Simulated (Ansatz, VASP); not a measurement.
**Two plane-wave programs on C**

File INCAR:

```
PREC = Accurate
ENCUT = 520
EDIFF = 1E-7
ISMEAR = 0
SIGMA = 0.05
LREAL = Auto
LASPH = True
NELM = 80
ALGO = Normal
ISIF = 2
LWAVE = False
LCHARG = False
GGA = PS
NBANDS = 43
```

Contents of KPOINTS:

```
regular mesh
0
Gamma
  11 11 1
```

File POSCAR:

```
C
1.0
    2.5129226041      0.0000000000      0.0000000000
    0.0000000000      2.5129226041      0.0000000000
    0.0000000000      0.0000000000     27.4383322977
C
15
Direct
    0.0000000000      0.5000000000      0.2733402278
    0.0000000000      0.0000000000      0.3057201952
    0.5000000000      0.0000000000      0.3381001627
    0.5000000000      0.5000000000      0.3704801302
    0.0000000000      0.5000000000      0.4028600976
    0.0000000000      0.0000000000      0.4352400651
    0.5000000000      0.0000000000      0.4676200325
    0.5000000000      0.5000000000      0.5000000000
    0.0000000000      0.5000000000      0.5323799675
    0.0000000000      0.0000000000      0.5647599349
    0.5000000000      0.0000000000      0.5971399024
    0.5000000000      0.5000000000      0.6295198698
    0.0000000000      0.5000000000      0.6618998373
    0.0000000000      0.0000000000      0.6942798048
    0.5000000000      0.0000000000      0.7266597722
```

Input for Ansatz:

```yaml
crystal:
  lattice:
    - [2.5129226041, 0.0, 0.0]
    - [0.0, 2.5129226041, 0.0]
    - [0.0, 0.0, 27.4383322977]
  atoms:
    - { symbol: C, position: [0.0, 0.5, 0.2733402278] }
    - { symbol: C, position: [0.0, 0.0, 0.3057201952] }
    - { symbol: C, position: [0.5, 0.0, 0.3381001627] }
    - { symbol: C, position: [0.5, 0.5, 0.3704801302] }
    - { symbol: C, position: [0.0, 0.5, 0.4028600976] }
    - { symbol: C, position: [0.0, 0.0, 0.4352400651] }
    - { symbol: C, position: [0.5, 0.0, 0.4676200325] }
    - { symbol: C, position: [0.5, 0.5, 0.5] }
    - { symbol: C, position: [0.0, 0.5, 0.5323799675] }
    - { symbol: C, position: [0.0, 0.0, 0.5647599349] }
    - { symbol: C, position: [0.5, 0.0, 0.5971399024] }
    - { symbol: C, position: [0.5, 0.5, 0.6295198698] }
    - { symbol: C, position: [0.0, 0.5, 0.6618998373] }
    - { symbol: C, position: [0.0, 0.0, 0.6942798048] }
    - { symbol: C, position: [0.5, 0.0, 0.7266597722] }
basis:
  ecutwfc: 420
kpoints:
  mp_grid: { grid: [11, 11, 1] }
hamiltonian:
  xc: pbesol
scf:
  occupations: { method: gaussian, width: 0.05 }
output:
  forces: true
  stress: true
  eigenvalues: true
```

Alike in both runs: task single point; functional PBEsol; k mesh 11 × 11 × 1; occupations gaussian, width 0.05 eV; no spin polarisation.

|  | VASP | Ansatz |
| --- | --- | --- |
| version | VASP 6.6.1 | Ansatz 0.2.0 |
| potentials or method | VASP PAW PBE potentials, release 64 (C), cutoff 520 eV | scalar-relativistic, plane waves, PAW |
| valence electrons in the cell | 60 | 60 |

```tsv
	VASP	Ansatz	Ansatz less VASP
gap on the k mesh at the Fermi level (eV)	none	none	-
rms of the force components (eV/Å)	0.698	0.705	+0.0078
```

VASP's potentials were made for PBE, not for PBEsol. Atom by atom the forces differ by 0.011 eV/Å (rms over components). A gap of «none» marks a metal or a gap that the smearing closes.
